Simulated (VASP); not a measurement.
# GaN in VASP: a series of runs, part 2 of 2

VASP 6.6.1. The steps go on from the part before.

### Step 5. Single point, r2SCAN

Contents of POSCAR:

```
GaN
1.0
    0.0000000000      2.2489525415      2.2489525415
    2.2489525415      0.0000000000      2.2489525415
    2.2489525415      2.2489525415      0.0000000000
Ga N
1 1
Direct
    0.0000000000      0.0000000000      0.0000000000
    0.2500000000      0.2500000000      0.2500000000
```

Contents of INCAR.step1:

```
  PREC = Accurate
  ENCUT = 520
  ISMEAR = 0
  SIGMA = 0.01
  LREAL = F
  LASPH = T
  NELM = 80
  NBANDS = 16
  GGA = PE
  ALGO = Normal
  EDIFF = 1E-4
  LWAVE = T
  LCHARG = F
```

Contents of INCAR.step2:

```
  PREC = Accurate
  ENCUT = 520
  EDIFF = 1E-6
  ISMEAR = 0
  SIGMA = 0.01
  LREAL = F
  LASPH = T
  NELM = 80
  ALGO = Normal
  ISIF = 2
  LWAVE = F
  LCHARG = F
  METAGGA = R2SCAN
  LMIXTAU = T
  NBANDS = 16
  ISTART = 1
```

Contents of KPOINTS:

```
Automatic mesh
0
Gamma
  10 10 10
```

Potentials or basis: VASP PAW PBE potentials, release 64 (Ga_d, N).

On the command line:

```bash
cat potpaw_PBE.64/Ga_d/POTCAR potpaw_PBE.64/N/POTCAR > POTCAR
cp INCAR.step1 INCAR
mpirun -np 1 vasp_std > vasp.out
cp INCAR.step2 INCAR
mpirun -np 1 vasp_std > vasp.out
```

OUTCAR:

```text
PREC = Accurate
   ENCUT = 520
   EDIFF = 1E-6
   ISMEAR = 0
   LREAL = F
   LASPH = T
   NELM = 80
   ISIF = 2
   METAGGA = R2SCAN
   ISTART = 1

 ion  position               nearest neighbor table
   1  0.000  0.000  0.000-   2 1.95   2 1.95   2 1.95   2 1.95
   2  0.250  0.250  0.250-   1 1.95   1 1.95   1 1.95   1 1.95

  LATTYP: Found a face centered cubic cell.
 ALAT       =     4.4979050830

  Lattice vectors:

 A1 = (   0.0000000000,   2.2489525415,   2.2489525415)
 A2 = (   2.2489525415,   0.0000000000,   2.2489525415)
 A3 = (   2.2489525415,   2.2489525415,   0.0000000000)

Analysis of symmetry for initial positions (statically):
=====================================================================
 Subroutine PRICEL returns:
 Original cell was already a primitive cell.

 Routine SETGRP: Setting up the symmetry group for a
 face centered cubic supercell.

 Subroutine GETGRP returns: Found 24 space group operations
 (whereof 24 operations were pure point group operations)
 out of a pool of 48 trial point group operations.

The static configuration has the point symmetry T_d .

Analysis of symmetry for dynamics (positions and initial velocities):
=====================================================================
 Subroutine PRICEL returns:
 Original cell was already a primitive cell.

 Routine SETGRP: Setting up the symmetry group for a
 face centered cubic supercell.

 Subroutine GETGRP returns: Found 24 space group operations
 (whereof 24 operations were pure point group operations)
 out of a pool of 48 trial point group operations.

The dynamic configuration has the point symmetry T_d .

 Subroutine INISYM returns: Found 24 space group operations
 (whereof 24 operations are pure point group operations),
 and found     1 'primitive' translations

----------------------------------------------------------------------------------------

[... 109 lines left out ...]
   IALGO  =     38    algorithm
   IMIX   =      4    mixing-type and parameters
     AMIX     =   0.40;   BMIX     =  1.00
     AMIX_MAG =   1.60;   BMIX_MAG =  1.00
  volume/ion in A,a.u.               =      11.37        76.76
  Fermi-wavevector in a.u.,A,eV,Ry     =   1.514173  2.861371 31.194330  2.292719
  Thomas-Fermi vector in A             =   2.623866
   LORBIT       =      0    0 simple, 1 ext, 2 COOP (PROOUT), +10 PAW based schemes
   METAGGA = R2SCAN    functional components
   LHFCALC =     F    Hartree Fock is set to
   AEXX    =    0.0000 exact exchange contribution
   IVDW    =     0    specifies the selected vdW correction
   LEPSILON=     F    determine dielectric tensor
   LRPA    =     F    only Hartree local field effects (RPA)
 non-spin polarized calculation
 Gauss-broadening in eV      SIGMA  =   0.01
  energy-cutoff  :      520.00
  volume of cell :       22.75
 maximum number of plane-waves:       622
   NGX = 11   NGY = 11   NGZ = 11

 number of electron      18.0000009 magnetization

 Free energy of the ion-electron system (eV)
  ---------------------------------------------------
  ext. energy  EPLUGINS =         0.00000000
  ---------------------------------------------------
  free energy    TOTEN  =       -21.89635249 eV

  energy without entropy =      -21.89635249  energy(sigma->0) =      -21.89635249

 E-fermi :   5.2503     XC(G=0): -12.6707

 val. band max:        5.0825059206   @ k =   0.0000   0.0000   0.0000
 cond. band min:       7.2421889798   @ k =   0.0000   0.0000   0.0000
 fundamental gap:      2.1596830593
 Fermi energy:         5.2503069225

 k-point     1 :       0.0000    0.0000    0.0000
  band No.  band energies     occupation
      1     -11.7005      2.00000
      2      -8.7527      2.00000
      3      -8.7527      2.00000
      4      -8.7527      2.00000
      5      -8.3955      2.00000
      6      -8.3955      2.00000
[... 433 lines left out ...]
      3      -8.5132      2.00000
      4      -8.5101      2.00000
      5      -8.3327      2.00000
      6      -7.5769      2.00000
[... 8 lines left out ...]
     15      28.4580      0.00000
     16      28.5421      0.00000

 [... further k-points ...]

------------------------ aborting loop because EDIFF is reached ----------------------------------------

  FORCE on cell =-STRESS in cart. coord.  units (eV):
  Direction    XX          YY          ZZ          XY          YZ          ZX
  --------------------------------------------------------------------------------------
  -------------------------------------------------------------------------------------
  Total        0.1511278      0.1511278      0.1511278      0.0000000      0.0000000      0.0000000
  in kB       10.6434918     10.6434918     10.6434918      0.0000000      0.0000000      0.0000000
  external PRESSURE =      10.6434918 kB  Pullay stress =       0.0000000 kB

 VOLUME and BASIS-vectors are now :
 -----------------------------------------------------------------------------
  energy-cutoff  :      520.00
  volume of cell :       22.75
      direct lattice vectors                 reciprocal lattice vectors
     0.000000000  2.248952542  2.248952542    -0.222325723  0.222325723  0.222325723
     2.248952542  0.000000000  2.248952542     0.222325723 -0.222325723  0.222325723
     2.248952542  2.248952542  0.000000000     0.222325723  0.222325723 -0.222325723

 POSITION                                       TOTAL-FORCE (eV/Angst)
 -----------------------------------------------------------------------------------
      0.00000      0.00000      0.00000         0.000000      0.000000      0.000000
      1.12448      1.12448      1.12448        -0.000000     -0.000000     -0.000000
 -----------------------------------------------------------------------------------
    total drift:                                0.000008      0.000008      0.000008

  FREE ENERGIE OF THE ION-ELECTRON SYSTEM (eV)
  ---------------------------------------------------
  free  energy   TOTEN  =       -21.8963524925 eV

  energy  without entropy=      -21.8963524925  energy(sigma->0) =      -21.89635249
```

Run time: 1.9 min. Hardware: 1 thread of AMD EPYC 7R13, shared host; peak memory 0.12 GiB.

Results:

| Property | Result |
| --- | --- |
| Free energy | -21.8964 eV |
| Pressure | 1.1 GPa |
| Band gap on the k mesh | 2.16 eV, direct |

Caveat: the PAW data sets were made with another functional, which shifts forces and pressure a little.

### Step 6. Single point, PBE (uniaxial x strain -0.5%)

Contents of INCAR:

```
PREC     = Accurate       # precision mode
ENCUT    = 520            # plane-wave cutoff, eV
EDIFF    = 1E-6           # SCF threshold, eV
ISMEAR   = -1             # smearing method
SIGMA    = 0.02           # smearing width, eV
LREAL    = F              # projectors in reciprocal space
LASPH    = T              # aspherical terms in the spheres
NELM     = 80             # most SCF steps
ALGO     = Normal         # electronic algorithm
ISIF     = 2              # what is computed and relaxed
LWAVE    = F              # write WAVECAR
LCHARG   = F              # write CHGCAR
GGA      = PE             # functional
NBANDS   = 16             # bands
```

Contents of KPOINTS:

```
regular mesh
0
Gamma
  10 10 10
```

Contents of POSCAR:

```
GaN
1.0
    0.0000000000      2.2489525415      2.2489525415
    2.2377077788      0.0000000000      2.2489525415
    2.2377077788      2.2489525415      0.0000000000
Ga N
1 1
Direct
    0.0000000000      0.0000000000      0.0000000000
    0.2500000000      0.2500000000      0.2500000000
```

Potentials or basis: VASP PAW PBE potentials, release 64 (Ga_d, N).

On the command line:

```bash
cat potpaw_PBE.64/Ga_d/POTCAR potpaw_PBE.64/N/POTCAR > POTCAR
mpirun -np 1 vasp_std > vasp.out
```

Wall time 56 s (1 thread of AMD EPYC 7R13, shared host); peak memory 0.13 GiB.

The run converged. Its results:

| Item | Value |
| --- | --- |
| Free energy | -12.1332 eV |
| Pressure | 7.3 GPa |
| Band gap on the k mesh | 1.78 eV, direct |

Stress tensor (GPa, compression positive):
```
7.67 0.00 0.00
0.00 7.08 0.00
0.00 0.00 7.08
```

Levels at points of the mesh, in eV from the valence-band top:
```tsv
k point	band 5	band 6	band 7	band 8	band 9	band 10	band 11	band 12	band 13	band 14
(0.00, 0.00, 0.00)	-13.14	-13.14	-0.02	-0.02	0.00	1.78	10.35	10.36	10.36	17.74
(0.50, 0.00, 0.00)	-13.09	-11.89	-7.12	-1.02	-0.98	4.70	8.77	10.37	10.45	15.71
(0.50, 0.50, 0.00)	-13.06	-11.48	-6.20	-2.74	-2.74	3.35	6.74	11.75	14.02	14.13
(0.00, 0.50, 0.50)	-13.05	-11.45	-6.15	-2.78	-2.78	3.32	6.66	11.82	14.05	14.05
```

Caveat: the cell differs from its parent crystal (uniaxial x strain -0.5%).

### Step 7. The runs side by side

| level | cell | k mesh | smearing | gap on the mesh (eV) | pressure (GPa) |
| --- | --- | --- | --- | --- | --- |
| PBE | a = 3.180 Å, angles 60.0°, 2 atoms | 10 × 10 × 10 | fermi-dirac 0.02 eV | 1.76 | 6.3 |
| PBE | a = 3.181, b = 3.181, c = 3.165 Å, angles 60.2, 60.2, 60.3°, 2 atoms | 6 × 6 × 6 | gaussian 0.01 eV | 1.73 | 6.2 |
| r2SCAN | a = 3.085 Å, angles 60.0°, 2 atoms | 10 × 10 × 10 | gaussian 0.01 eV | 2.77 | 23.3 |
| r2SCAN | a = 3.180 Å, angles 60.0°, 2 atoms | 10 × 10 × 10 | gaussian 0.01 eV | 2.16 | 1.1 |
| PBE | a = 3.180, b = 3.173, c = 3.173 Å, angles 60.2, 59.9, 59.9°, 2 atoms | 10 × 10 × 10 | fermi-dirac 0.02 eV | 1.78 | 7.3 |

Alike in all rows: task single point; potentials or basis VASP PAW PBE potentials, release 64 (Ga_d, N); no spin polarisation; cutoff (eV) 520.

Caveats: the PAW data sets were made with another functional, which shifts forces and pressure a little (some runs).

Absolute energies hang on the potentials; compare differences alone.
